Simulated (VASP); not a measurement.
Wanted: the native input for a VASP 6.6.1 run.

```
Task                   : single point
Functional             : PBE
Potentials or basis    : VASP PAW PBE potentials, release 64 (S, C_h, O_h, H_h)
Cutoff                 : 910 eV
k mesh                 : 1 × 1 × 1
Occupations            : fermi-dirac, width 0.02 eV
Spin                   : no spin polarisation
Dipole correction      : no
Further INCAR settings : LREAL = Auto; ALGO = Normal; EDIFF = 1e-06; NBANDS = 101
```

The structure of H12C11S10O6 lies in POSCAR:

```
H12C11S10O6
1.0
    8.8484930000      0.0000000000      0.0000000000
    0.0000000000      8.8484930000      0.0000000000
    0.0000000000      0.0000000000      8.8484930000
S C O H
10 11 6 12
Direct
    0.8931577388      0.5137937048      1.1025493268
    0.8882190448      0.3763578725      0.7737701776
    0.5419001857      0.6496021413      0.8256999243
    0.2696504365      0.4891680425      0.6696281502
    0.4572756061      0.3482626929      0.2073573432
    0.5692946810      0.1361587787     -0.0511499529
    0.0407074967      0.7901684502      0.4647345034
   -0.1096457894      0.9284970898      0.1756570300
    0.7381030872     -0.0007345884      0.5980227368
    0.4968755697     -0.0538396764      0.3372099633
    0.9041313589      0.4467088351      0.9329950309
    0.4077078436      0.5645820141      0.7458332170
    0.5308135521      0.2551394910      0.0722495910
   -0.0403006478      0.8583043463      0.3177038169
    0.6127710108     -0.0125897144      0.4672773093
    0.2847942582      0.6577730242      0.2128045985
    0.0868848515      0.8321190964      0.8410810745
    0.8899368514      0.2565521609      0.3920102553
    0.2648586601      0.0469684499      0.6169299111
    0.1652145738      0.2086909036     -0.0227948420
    0.7118952346      0.5920104135      0.4174270127
    0.2794035097      0.7686732645      0.1345991911
   -0.0370119522      0.8944008884      0.8274968404
    0.9921576476      0.2537607251      0.4854951007
    0.3472907760     -0.0005989721      0.7144493418
    0.1395830906      0.2081145343      0.1098266112
    0.6003282141      0.5262817070      0.4645423803
    0.3728205470      0.6319381165      0.2974178767
    0.1983049543      0.5644237951      0.2026672790
    0.1670114900      0.8835176792      0.9271635294
    0.1104481859      0.7274006998      0.7825174298
    0.9181789487      0.2309206777      0.2735607069
    0.7766068188      0.2940048661      0.4288752898
    0.1414817190      0.0393852377      0.6260049028
    0.3064702656      0.1006047018      0.5129687055
    0.2482569631      0.2965476720     -0.0685766492
    0.1248800219      0.1227101609     -0.1015992215
    0.7155907791      0.6964010708      0.3419678357
    0.8277454703      0.5504779175      0.4448780148
```

The input as run:

INCAR

```
SYSTEM = H12C11S10O6
  PREC = Accurate
  ENCUT = 910
  EDIFF = 1E-6
  ISMEAR = -1
  SIGMA = 0.02
  LREAL = Auto
  LASPH = .True.
  NELM = 120
  ALGO = Normal
  ISIF = 2
  LWAVE = .False.
  LCHARG = .True.
  GGA = PE
  LELF = .True.
  LVHAR = .True.
  NBANDS = 101
  GGA_COMPAT = .False.
```

KPOINTS

```
regular mesh
0
Gamma
  1 1 1
  0 0 0
```

Potentials or basis: VASP PAW PBE potentials, release 64 (S, C_h, O_h, H_h).

Command:

```bash
$ cat potpaw_PBE.64/S/POTCAR potpaw_PBE.64/C_h/POTCAR potpaw_PBE.64/O_h/POTCAR potpaw_PBE.64/H_h/POTCAR > POTCAR
$ mpirun -np 1 vasp_gam > vasp.out
```

It gave:

```yaml
Pressure: 0.3 GPa
Largest_force: 2.747 eV/Å
Band_gap_on_the_k_mesh: 2.47 eV
```

Caveat: the k points lie up to 0.71 Å⁻¹ apart; the cutoff is under 1.25 times the usual one of these potentials, so pressure, stress and relaxed cells hold a basis-set (Pulay) error; the atoms stand as in a frame of molecular dynamics.

Run time: 5.7 min on 1 thread of Intel(R) Xeon(R) Platinum 8259CL CPU @ 2.50GHz (Skylake/Cascade Lake) (shared host), peak memory 1.3 GiB.
